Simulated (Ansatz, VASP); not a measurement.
**Two plane-wave programs on SnS2**

INCAR

```
SYSTEM = SnS2
PREC = Accurate ; ENCUT = 400
EDIFF = 1E-6 ; ISMEAR = 0
SIGMA = 0.05 ; LREAL = .False.
LASPH = .True. ; NELM = 120
ALGO = Normal ; ISIF = 2
LWAVE = .False. ; LCHARG = .False.
LDIPOL = .True. ; IDIPOL = 3
DIPOL = 0.5 0.5 0.500 ; GGA = PS
NBANDS = 107 ; GGA_COMPAT = .False.
NELMDL = -8
```

File KPOINTS:

```
regular mesh
0
Gamma
  5 4 1
  0 0 0
```

Contents of POSCAR:

```
SnS2
1.0
    6.0589188786      0.0000000000      0.0000000000
    0.0000000000      6.3242618826      0.0000000000
    0.0000000000      0.0000000000     25.9539429010
Sn S
7 14
Direct
    0.0000000000      0.5000000000      0.2889734338
    0.0000000000      0.0000000000      0.3593156225
    0.0000000000      0.5000000000      0.4296578113
    0.0000000000      0.0000000000      0.5000000000
    0.0000000000      0.5000000000      0.5703421887
    0.0000000000      0.0000000000      0.6406843775
    0.0000000000      0.5000000000      0.7110265662
    0.7567569599      0.8333333333      0.2889734338
    0.2432430401      0.1666666667      0.2889734338
    0.7567569599      0.3333333333      0.3593156225
    0.2432430401      0.6666666667      0.3593156225
    0.7567569599      0.8333333333      0.4296578113
    0.2432430401      0.1666666667      0.4296578113
    0.7567569599      0.3333333333      0.5000000000
    0.2432430401      0.6666666667      0.5000000000
    0.7567569599      0.8333333333      0.5703421887
    0.2432430401      0.1666666667      0.5703421887
    0.7567569599      0.3333333333      0.6406843775
    0.2432430401      0.6666666667      0.6406843775
    0.7567569599      0.8333333333      0.7110265662
    0.2432430401      0.1666666667      0.7110265662
```

Input for Ansatz:

```yaml
crystal:
  lattice:
    - [6.0589188786, 0.0, 0.0]
    - [0.0, 6.3242618826, 0.0]
    - [0.0, 0.0, 25.953942901]
  atoms:
    - { symbol: Sn, position: [0.0, 0.5, 0.2889734338] }
    - { symbol: S, position: [0.7567569599, 0.8333333333, 0.2889734338] }
    - { symbol: S, position: [0.2432430401, 0.1666666667, 0.2889734338] }
    - { symbol: Sn, position: [0.0, 0.0, 0.3593156225] }
    - { symbol: S, position: [0.7567569599, 0.3333333333, 0.3593156225] }
    - { symbol: S, position: [0.2432430401, 0.6666666667, 0.3593156225] }
    - { symbol: Sn, position: [0.0, 0.5, 0.4296578113] }
    - { symbol: S, position: [0.7567569599, 0.8333333333, 0.4296578113] }
    - { symbol: S, position: [0.2432430401, 0.1666666667, 0.4296578113] }
    - { symbol: Sn, position: [0.0, 0.0, 0.5] }
    - { symbol: S, position: [0.7567569599, 0.3333333333, 0.5] }
    - { symbol: S, position: [0.2432430401, 0.6666666667, 0.5] }
    - { symbol: Sn, position: [0.0, 0.5, 0.5703421887] }
    - { symbol: S, position: [0.7567569599, 0.8333333333, 0.5703421887] }
    - { symbol: S, position: [0.2432430401, 0.1666666667, 0.5703421887] }
    - { symbol: Sn, position: [0.0, 0.0, 0.6406843775] }
    - { symbol: S, position: [0.7567569599, 0.3333333333, 0.6406843775] }
    - { symbol: S, position: [0.2432430401, 0.6666666667, 0.6406843775] }
    - { symbol: Sn, position: [0.0, 0.5, 0.7110265662] }
    - { symbol: S, position: [0.7567569599, 0.8333333333, 0.7110265662] }
    - { symbol: S, position: [0.2432430401, 0.1666666667, 0.7110265662] }
basis:
  ecutwfc: 420
kpoints:
  mp_grid: { grid: [5, 4, 1] }
hamiltonian:
  xc: pbesol
scf:
  occupations: { method: gaussian, width: 0.05 }
output:
  forces: true
  stress: true
  eigenvalues: true
efield:
  axis: 3
  dipole_correction: true
  ramp_width: 0.04
```

Alike in both runs: task single point; functional PBEsol; k mesh 5 × 4 × 1; occupations gaussian, width 0.05 eV; no spin polarisation.

```csv
,VASP,Ansatz
version,VASP 6.6.1,Ansatz 0.2.0
potentials or method,"VASP PAW PBE potentials, release 64 (Sn_d, S), cutoff 400 eV","scalar-relativistic, plane waves, PAW"
valence electrons in the cell,182,182
```

```tsv
	VASP	Ansatz	Ansatz less VASP
gap on the k mesh at the Fermi level (eV)	0.13	0.12	-0.011
least direct gap on the mesh (eV)	0.13	0.12	-0.011
rms of the force components (eV/Å)	0.446	0.444	-0.0018
```

VASP's potentials were made for PBE, not for PBEsol.
